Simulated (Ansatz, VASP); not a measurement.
One calculation of Sr, two programs

File INCAR:

```
SYSTEM = Sr
PREC     = Accurate       ! precision mode
ENCUT    = 520            ! plane-wave cutoff, eV
EDIFF    = 1E-6           ! SCF threshold, eV
ISMEAR   = 0              ! smearing method
SIGMA    = 0.15           ! smearing width, eV
LREAL    = .FALSE.        ! projectors in reciprocal space
LASPH    = .TRUE.         ! aspherical terms in the spheres
NELM     = 100            ! most SCF steps
ALGO     = Fast           ! electronic algorithm
ISIF     = 2              ! what is computed and relaxed
LWAVE    = .FALSE.        ! write WAVECAR
LCHARG   = .FALSE.        ! write CHGCAR
GGA      = PS             ! functional
NBANDS   = 17             ! bands
```

KPOINTS

```
Automatic mesh
0
G
  15 15 8
  0 0 0
```

POSCAR

```
Sr
1.0
    4.2453502174      0.0000000000      0.0000000000
   -2.1226751087      3.6765811362      0.0000000000
    0.0000000000      0.0000000000      6.8385000000
Sr
2
Direct
    0.3333333333      0.6666666667      0.2500000000
    0.6666666667      0.3333333333      0.7500000000
```

Input for Ansatz:

```yaml
crystal:
  lattice:
    - [4.2453502174, 0.0, 0.0]
    - [-2.1226751087, 3.6765811362, 0.0]
    - [0.0, 0.0, 6.8385]
  atoms:
    - { symbol: Sr, position: [0.3333333333, 0.6666666667, 0.25] }
    - { symbol: Sr, position: [0.6666666667, 0.3333333333, 0.75] }
basis:
  ecutwfc: 420
kpoints:
  mp_grid: { grid: [15, 15, 8] }
hamiltonian:
  xc: pbesol
scf:
  occupations: { method: gaussian, width: 0.15 }
output:
  forces: true
  stress: true
  eigenvalues: true
```

Change from the starting cell: strain -0.015 along x and y, -0.030 along z, atoms carried along.

Alike in both runs: task single point; functional PBEsol; k mesh 15 × 15 × 8; occupations gaussian, width 0.15 eV; no spin polarisation.

|  | VASP | Ansatz |
| --- | --- | --- |
| version | VASP 6.6.1 | Ansatz 0.2.0 |
| potentials or method | VASP PAW PBE potentials, release 64 (Sr_sv), cutoff 520 eV | scalar-relativistic, plane waves, PAW |
| valence electrons in the cell | 20 | 20 |

```csv
,VASP,Ansatz,Ansatz less VASP
gap on the k mesh at the Fermi level (eV),none,none,-
pressure (GPa),-0.2,-0.2,-0.01
"traceless stress, the component that is largest in VASP (GPa)",0.27,0.27,0.000
```

VASP's potentials were made for PBE, not for PBEsol. A gap of «none» marks a metal or a gap that the smearing closes. With one functional, cell and mesh, what is left measures potentials, basis and numerics.
